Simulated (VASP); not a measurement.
# SiO2 (P4_12_12) in VASP: notebook

The runs below take SiO2 through electric field gradients, with PBE, r2SCAN.

Program: VASP 6.6.1. These are calculated values, not measurements. Logs are shortened: lines on timing, memory, paths and dates and some standing lists are left out, and cuts for length are marked.

### 1 The cell of the first run

The structure is tetragonal, space group P4_12_12 (No. 92). Conventional cell: a = 4.979 Å, b = 4.979 Å, c = 6.950 Å, α = 90.00°, β = 90.00°, γ = 90.00°. Within 2.1 Å of Si (site symmetry 2) lie 4 O at 1.60 to 1.61 Å. Within 2.1 Å of O (site symmetry 1) lie 2 Si at 1.60 to 1.61 Å.

### 2 Electric field gradients, PBE

The input, INCAR:

```
SYSTEM = SiO2
PREC = Accurate
ENCUT = 520
EDIFF = 1E-8
ISMEAR = -1
SIGMA = 0.02
LREAL = .False.
LASPH = .True.
NELM = 100
ALGO = Normal
ISIF = 2
LWAVE = .False.
LCHARG = .False.
GGA = PE
LEFG = .True.
NBANDS = 44
```

The input, KPOINTS:

```
Automatic mesh
0
Gamma
  5 5 4
  0 0 0
```

The input, POSCAR:

```
SiO2
1.0
    4.9790000000      0.0000000000      0.0000000000
    0.0000000000      4.9790000000      0.0000000000
    0.0000000000      0.0000000000      6.9500000000
Si O
4 8
Direct
    0.3001700000      0.3001700000      0.0000000000
    0.1998300000      0.8001700000      0.2500000000
    0.6998300000      0.6998300000      0.5000000000
    0.8001700000      0.1998300000      0.7500000000
    0.2394400000      0.1049200000      0.1785200000
    0.3950800000      0.7394400000      0.4285200000
    0.7605600000      0.8950800000      0.6785200000
    0.6049200000      0.2605600000      0.9285200000
    0.7394400000      0.3950800000      0.5714800000
    0.8950800000      0.7605600000      0.3214800000
    0.2605600000      0.6049200000      0.0714800000
    0.1049200000      0.2394400000      0.8214800000
```

Potentials or basis: VASP PAW PBE potentials, release 64 (Si, O).

Run with:

```console
$ cat potpaw_PBE.64/Si/POTCAR potpaw_PBE.64/O/POTCAR > POTCAR
$ mpirun -np 1 vasp_std > vasp.out
```

OUTCAR:

```text
SYSTEM = SiO2
   PREC = Accurate
   ENCUT = 520
   EDIFF = 1E-8
   ISMEAR = -1
   LREAL = .False.
   LASPH = .True.
   NELM = 100
   ISIF = 2
   GGA = PE

 ion  position               nearest neighbor table
   1  0.300  0.300  0.000-   5 1.60  12 1.60  11 1.61   8 1.61   2 3.08   4 3.08   2 3.08   4 3.08

   2  0.200  0.800  0.250-   6 1.60  11 1.60  10 1.61   5 1.61   1 3.08   3 3.08   1 3.08   3 3.08

   3  0.700  0.700  0.500-   7 1.60  10 1.60   9 1.61   6 1.61   2 3.08   4 3.08   4 3.08   2 3.08

   4  0.800  0.200  0.750-   8 1.60   9 1.60   7 1.61  12 1.61   1 3.08   3 3.08   3 3.08   1 3.08

   5  0.239  0.105  0.179-   1 1.60   2 1.61
   6  0.395  0.739  0.429-   2 1.60   3 1.61
   7  0.761  0.895  0.679-   3 1.60   4 1.61
   8  0.605  0.261  0.929-   4 1.60   1 1.61
   9  0.739  0.395  0.571-   4 1.60   3 1.61
  10  0.895  0.761  0.321-   3 1.60   2 1.61
  11  0.261  0.605  0.071-   2 1.60   1 1.61
  12  0.105  0.239  0.821-   1 1.60   4 1.61

  LATTYP: Found a simple tetragonal cell.
 ALAT       =     4.9790000000
 C/A-ratio  =     1.3958626230

  Lattice vectors:

 A1 = (   4.9790000000,   0.0000000000,   0.0000000000)
 A2 = (   0.0000000000,   4.9790000000,   0.0000000000)
 A3 = (   0.0000000000,   0.0000000000,   6.9500000000)

Analysis of symmetry for initial positions (statically):
=====================================================================
 Subroutine PRICEL returns:
 Original cell was already a primitive cell.

 Routine SETGRP: Setting up the symmetry group for a
 simple tetragonal supercell.

 Subroutine GETGRP returns: Found  8 space group operations
 (whereof  2 operations were pure point group operations)
 out of a pool of 16 trial point group operations.

The static configuration has the point symmetry C_2 .
 The point group associated with its full space group is D_4 .

Analysis of symmetry for dynamics (positions and initial velocities):
=====================================================================
 Subroutine PRICEL returns:
 Original cell was already a primitive cell.

 Routine SETGRP: Setting up the symmetry group for a
 simple tetragonal supercell.

 Subroutine GETGRP returns: Found  8 space group operations
[... 1030 lines left out ...]
  energy-cutoff  :      520.00
  volume of cell :      172.29
      direct lattice vectors                 reciprocal lattice vectors
     4.979000000  0.000000000  0.000000000     0.200843543  0.000000000  0.000000000
     0.000000000  4.979000000  0.000000000     0.000000000  0.200843543  0.000000000
     0.000000000  0.000000000  6.950000000     0.000000000  0.000000000  0.143884892

 POSITION                                       TOTAL-FORCE (eV/Angst)
 -----------------------------------------------------------------------------------
      1.49455      1.49455      0.00000         0.086538      0.086538      0.000000
      0.99495      3.98405      1.73750        -0.086538      0.086538      0.000000
      3.48445      3.48445      3.47500        -0.086538     -0.086538      0.000000
      3.98405      0.99495      5.21250         0.086538     -0.086538      0.000000
      1.19217      0.52240      1.24071        -0.073975      0.099425      0.398552
      1.96710      3.68167      2.97821        -0.099425     -0.073975      0.398552
      3.78683      4.45660      4.71571         0.073975     -0.099425      0.398552
      3.01190      1.29733      6.45321         0.099425      0.073975      0.398552
      3.68167      1.96710      3.97179        -0.073975     -0.099425     -0.398552
      4.45660      3.78683      2.23429        -0.099425      0.073975     -0.398552
      1.29733      3.01190      0.49679         0.073975      0.099425     -0.398552
      0.52240      1.19217      5.70929         0.099425     -0.073975     -0.398552
 -----------------------------------------------------------------------------------
    total drift:                                0.000000     -0.000000     -0.000000

  FREE ENERGIE OF THE ION-ELECTRON SYSTEM (eV)
  ---------------------------------------------------
  free  energy   TOTEN  =       -94.8000845887 eV

  energy  without entropy=      -94.8000845887  energy(sigma->0) =      -94.80008459

 Electric field gradients (V/A^2)
---------------------------------------------------------------------
 ion       V_xx      V_yy      V_zz      V_xy      V_xz      V_yz
---------------------------------------------------------------------
   1       0.414     0.414    -0.827     0.047     2.073    -2.073
   2       0.414     0.414    -0.827    -0.047     2.073     2.073
   3       0.414     0.414    -0.827     0.047    -2.073     2.073
   4       0.414     0.414    -0.827    -0.047    -2.073    -2.073
   5     -46.188    43.474     2.714    18.176   -13.460   -57.118
   6      43.474   -46.188     2.714   -18.176    57.118   -13.460
   7     -46.188    43.474     2.714    18.176    13.460    57.118
   8      43.474   -46.188     2.714   -18.176   -57.118    13.460
   9     -46.188    43.474     2.714   -18.176    13.460   -57.118
  10      43.474   -46.188     2.714    18.176   -57.118   -13.460
  11     -46.188    43.474     2.714   -18.176   -13.460    57.118
  12      43.474   -46.188     2.714    18.176    57.118    13.460
---------------------------------------------------------------------

 Electric field gradients after diagonalization (V/A^2)
 (convention: |V_zz| > |V_xx| > |V_yy|)
----------------------------------------------------------------------
 ion       V_xx      V_yy      V_zz     asymmetry (V_yy - V_xx)/ V_zz
----------------------------------------------------------------------
   1       2.762     0.461    -3.223       0.714
   2       2.762     0.461    -3.223       0.714
   3       2.762     0.461    -3.223       0.714
   4       2.762     0.461    -3.223       0.714
   5     -50.032   -37.530    87.562       0.143
   6     -50.032   -37.530    87.562       0.143
   7     -50.032   -37.530    87.562       0.143
   8     -50.032   -37.530    87.562       0.143
   9     -50.032   -37.530    87.562       0.143
  10     -50.032   -37.530    87.562       0.143
  11     -50.032   -37.530    87.562       0.143
  12     -50.032   -37.530    87.562       0.143
----------------------------------------------------------------------

           NMR quadrupolar parameters

 Cq : quadrupolar parameter    Cq=e*Q*V_zz/h
 eta: asymmetry parameters     (V_yy - V_xx)/ V_zz
 Q  : nuclear electric quadrupole moment in mb (millibarn)
----------------------------------------------------------------------
 ion       Cq(MHz)       eta       Q (mb)
----------------------------------------------------------------------
   1      -0.008       0.714       1.000
   2      -0.008       0.714       1.000
   3      -0.008       0.714       1.000
   4      -0.008       0.714       1.000
   5       0.212       0.143       1.000
   6       0.212       0.143       1.000
   7       0.212       0.143       1.000
   8       0.212       0.143       1.000
   9       0.212       0.143       1.000
  10       0.212       0.143       1.000
  11       0.212       0.143       1.000
  12       0.212       0.143       1.000
----------------------------------------------------------------------
```

Run time: 5.2 min. Hardware: 1 thread of AMD EPYC 7R13, shared host; peak memory 0.28 GiB.

Results:

| Property | Result |
| --- | --- |
| Free energy | -94.8001 eV |
| Pressure | 6.4 GPa |
| Largest force | 0.417 eV/Å |
| Band gap on the k mesh | 5.77 eV |
| Largest electric field gradient by atom | Si -3.2; O +87.6 V/Å² |

Forces in eV/Å, atoms in the order of the input:
```
Si   0.087  0.087  0.000
Si  -0.087  0.087  0.000
Si  -0.087 -0.087  0.000
Si   0.087 -0.087  0.000
O   -0.074  0.099  0.399
O   -0.099 -0.074  0.399
O    0.074 -0.099  0.399
O    0.099  0.074  0.399
O   -0.074 -0.099 -0.399
O   -0.099  0.074 -0.399
O    0.074  0.099 -0.399
O    0.099 -0.074 -0.399
```

Stress tensor (GPa, compression positive):
```
6.19 0.00 0.00
0.00 6.19 0.00
0.00 0.00 6.88
```

Electric field gradients, principal values (V/Å²):
```
atom    least   middle  greatest (by size)
1 Si    0.461    2.762              -3.223
2 Si    0.461    2.762              -3.223
3 Si    0.461    2.762              -3.223
4 Si    0.461    2.762              -3.223
 5 O  -37.530  -50.032              87.562
 6 O  -37.530  -50.032              87.562
 7 O  -37.530  -50.032              87.562
 8 O  -37.530  -50.032              87.562
 9 O  -37.530  -50.032              87.562
10 O  -37.530  -50.032              87.562
11 O  -37.530  -50.032              87.562
12 O  -37.530  -50.032              87.562
```

Caveat: the cell stands under pressure; without QUAD_EFG the Cq values of the log hold for a quadrupole moment of 1 mb, not for the nuclei. A hybrid or GW would open this gap; PBE tends to underestimate it.

### 3 Electric field gradients, PBE

INCAR: that of step 2 with these lines changed.

```diff
@@ -8,3 +8,3 @@
 LASPH = .True.
-NELM = 100
+NELM = 60
 ALGO = Normal
```

KPOINTS is that of step 2.

The input, POSCAR:

```
SiO2
1.0
    4.9790000000      0.0000000000      0.0000000000
    0.0000000000      4.9790000000      0.0000000000
    0.0000000000      0.0000000000      6.9500000000
Si O
4 8
Direct
    0.3044023563      0.3044023563      0.0000000000
    0.1955976437      0.8044023563      0.2500000000
    0.6955976437      0.6955976437      0.5000000000
    0.8044023563      0.1955976437      0.7500000000
    0.2371045937      0.1148382174      0.1842518117
    0.3851617826      0.7371045937      0.4342518117
    0.7628954063      0.8851617826      0.6842518117
    0.6148382174      0.2628954063      0.9342518117
    0.7371045937      0.3851617826      0.5657481883
    0.8851617826      0.7628954063      0.3157481883
    0.2628954063      0.6148382174      0.0657481883
    0.1148382174      0.2371045937      0.8157481883
```

Potentials or basis: VASP PAW PBE potentials, release 64 (Si, O).

Run with:

```console
$ cat potpaw_PBE.64/Si/POTCAR potpaw_PBE.64/O/POTCAR > POTCAR
$ mpirun -np 1 vasp_std > vasp.out
```

OUTCAR:

```text
SYSTEM = SiO2
   PREC = Accurate
   ENCUT = 520
   EDIFF = 1E-8
   ISMEAR = -1
   LREAL = .False.
   LASPH = .True.
   NELM = 60
   ISIF = 2
   GGA = PE

 ion  position               nearest neighbor table
   1  0.304  0.304  0.000-   8 1.62  11 1.62   5 1.63  12 1.63   2 3.08   4 3.08   2 3.08   4 3.08

   2  0.196  0.804  0.250-   5 1.62  10 1.62   6 1.63  11 1.63   1 3.08   3 3.08   1 3.08   3 3.08

   3  0.696  0.696  0.500-   6 1.62   9 1.62   7 1.63  10 1.63   2 3.08   4 3.08   4 3.08   2 3.08

   4  0.804  0.196  0.750-   7 1.62  12 1.62   9 1.63   8 1.63   1 3.08   3 3.08   3 3.08   1 3.08

   5  0.237  0.115  0.184-   2 1.62   1 1.63
   6  0.385  0.737  0.434-   3 1.62   2 1.63
   7  0.763  0.885  0.684-   4 1.62   3 1.63
   8  0.615  0.263  0.934-   1 1.62   4 1.63
   9  0.737  0.385  0.566-   3 1.62   4 1.63
  10  0.885  0.763  0.316-   2 1.62   3 1.63
  11  0.263  0.615  0.066-   1 1.62   2 1.63
  12  0.115  0.237  0.816-   4 1.62   1 1.63

  LATTYP: Found a simple tetragonal cell.
 ALAT       =     4.9790000000
 C/A-ratio  =     1.3958626230

  Lattice vectors:

 A1 = (   4.9790000000,   0.0000000000,   0.0000000000)
 A2 = (   0.0000000000,   4.9790000000,   0.0000000000)
 A3 = (   0.0000000000,   0.0000000000,   6.9500000000)

Analysis of symmetry for initial positions (statically):
=====================================================================
 Subroutine PRICEL returns:
 Original cell was already a primitive cell.

 Routine SETGRP: Setting up the symmetry group for a
 simple tetragonal supercell.

 Subroutine GETGRP returns: Found  8 space group operations
 (whereof  2 operations were pure point group operations)
 out of a pool of 16 trial point group operations.

The static configuration has the point symmetry C_2 .
 The point group associated with its full space group is D_4 .
[... 1054 lines left out ...]
      1.91772      3.67004      3.01805        -0.003126      0.001680     -0.005246
      3.79846      4.40722      4.75555        -0.001680     -0.003126     -0.005246
      3.06128      1.30896      6.49305         0.003126     -0.001680     -0.005246
      3.67004      1.91772      3.93195         0.001680     -0.003126      0.005246
      4.40722      3.79846      2.19445        -0.003126     -0.001680      0.005246
      1.30896      3.06128      0.45695        -0.001680      0.003126      0.005246
      0.57178      1.18054      5.66945         0.003126      0.001680      0.005246
 -----------------------------------------------------------------------------------
    total drift:                               -0.000000      0.000000     -0.000000

  FREE ENERGIE OF THE ION-ELECTRON SYSTEM (eV)
  ---------------------------------------------------
  free  energy   TOTEN  =       -94.8971467104 eV

  energy  without entropy=      -94.8971467104  energy(sigma->0) =      -94.89714671

 Electric field gradients (V/A^2)
---------------------------------------------------------------------
 ion       V_xx      V_yy      V_zz      V_xy      V_xz      V_yz
---------------------------------------------------------------------
   1       0.119     0.119    -0.238     0.400     2.691    -2.691
   2       0.119     0.119    -0.238    -0.400     2.691     2.691
   3       0.119     0.119    -0.238     0.400    -2.691     2.691
   4       0.119     0.119    -0.238    -0.400    -2.691    -2.691
   5     -49.798    45.133     4.665    19.854   -15.380   -58.104
   6      45.133   -49.798     4.665   -19.854    58.104   -15.380
   7     -49.798    45.133     4.665    19.854    15.380    58.104
   8      45.133   -49.798     4.665   -19.854   -58.104    15.380
   9     -49.798    45.133     4.665   -19.854    15.380   -58.104
  10      45.133   -49.798     4.665    19.854   -58.104   -15.380
  11     -49.798    45.133     4.665   -19.854   -15.380    58.104
  12      45.133   -49.798     4.665    19.854    58.104    15.380
---------------------------------------------------------------------

 Electric field gradients after diagonalization (V/A^2)
 (convention: |V_zz| > |V_xx| > |V_yy|)
----------------------------------------------------------------------
 ion       V_xx      V_yy      V_zz     asymmetry (V_yy - V_xx)/ V_zz
----------------------------------------------------------------------
   1       3.546     0.520    -4.065       0.744
   2       3.546     0.520    -4.065       0.744
   3       3.546     0.520    -4.065       0.744
   4       3.546     0.520    -4.065       0.744
   5     -54.332   -36.568    90.900       0.195
   6     -54.332   -36.568    90.900       0.195
   7     -54.332   -36.568    90.900       0.195
   8     -54.332   -36.568    90.900       0.195
   9     -54.332   -36.568    90.900       0.195
  10     -54.332   -36.568    90.900       0.195
  11     -54.332   -36.568    90.900       0.195
  12     -54.332   -36.568    90.900       0.195
----------------------------------------------------------------------

           NMR quadrupolar parameters

 Cq : quadrupolar parameter    Cq=e*Q*V_zz/h
 eta: asymmetry parameters     (V_yy - V_xx)/ V_zz
 Q  : nuclear electric quadrupole moment in mb (millibarn)
----------------------------------------------------------------------
 ion       Cq(MHz)       eta       Q (mb)
----------------------------------------------------------------------
   1      -0.010       0.744       1.000
   2      -0.010       0.744       1.000
   3      -0.010       0.744       1.000
   4      -0.010       0.744       1.000
   5       0.220       0.195       1.000
   6       0.220       0.195       1.000
   7       0.220       0.195       1.000
   8       0.220       0.195       1.000
   9       0.220       0.195       1.000
  10       0.220       0.195       1.000
  11       0.220       0.195       1.000
  12       0.220       0.195       1.000
----------------------------------------------------------------------
```

Run time: 4.5 min. Hardware: 1 thread of AMD EPYC 7R13, shared host; peak memory 0.27 GiB.

What came out:

```
Free energy                             : -94.8971 eV
Pressure                                : 1.2 GPa
Largest force                           : 0.020 eV/Å
Band gap on the k mesh                  : 5.61 eV
Largest electric field gradient by atom : Si -4.1; O +90.9 V/Å²
```

Forces on the atoms (eV/Å):
```
Si   0.014  0.014  0.000
Si  -0.014  0.014  0.000
Si  -0.014 -0.014  0.000
Si   0.014 -0.014  0.000
O    0.002  0.003 -0.005
O   -0.003  0.002 -0.005
O   -0.002 -0.003 -0.005
O    0.003 -0.002 -0.005
O    0.002 -0.003  0.005
O   -0.003 -0.002  0.005
O   -0.002  0.003  0.005
O    0.003  0.002  0.005
```

Levels at points of the mesh, in eV from the valence-band top:
```
           k point  band 28  band 29  band 30  band 31  band 32  band 33  band 34  band 35  band 36  band 37
(0.00, 0.00, 0.00)    -1.24    -0.67    -0.33    -0.33     0.00     5.61     8.75     8.75     9.16     9.16
(0.00, 0.00, 0.50)    -0.87    -0.55    -0.55    -0.37    -0.37     6.88     6.88     9.29     9.29     9.61
```

Electric field gradients, principal values (V/Å²):
```
atom    least   middle  greatest (by size)
1 Si    0.520    3.546              -4.065
2 Si    0.520    3.546              -4.065
3 Si    0.520    3.546              -4.065
4 Si    0.520    3.546              -4.065
 5 O  -36.568  -54.332              90.900
 6 O  -36.568  -54.332              90.900
 7 O  -36.568  -54.332              90.900
 8 O  -36.568  -54.332              90.900
 9 O  -36.568  -54.332              90.900
10 O  -36.568  -54.332              90.900
11 O  -36.568  -54.332              90.900
12 O  -36.568  -54.332              90.900
```

Caveat: without QUAD_EFG the Cq values of the log hold for a quadrupole moment of 1 mb, not for the nuclei. A k mesh can miss the band edges.

(Part 1 of 2 ends here.)
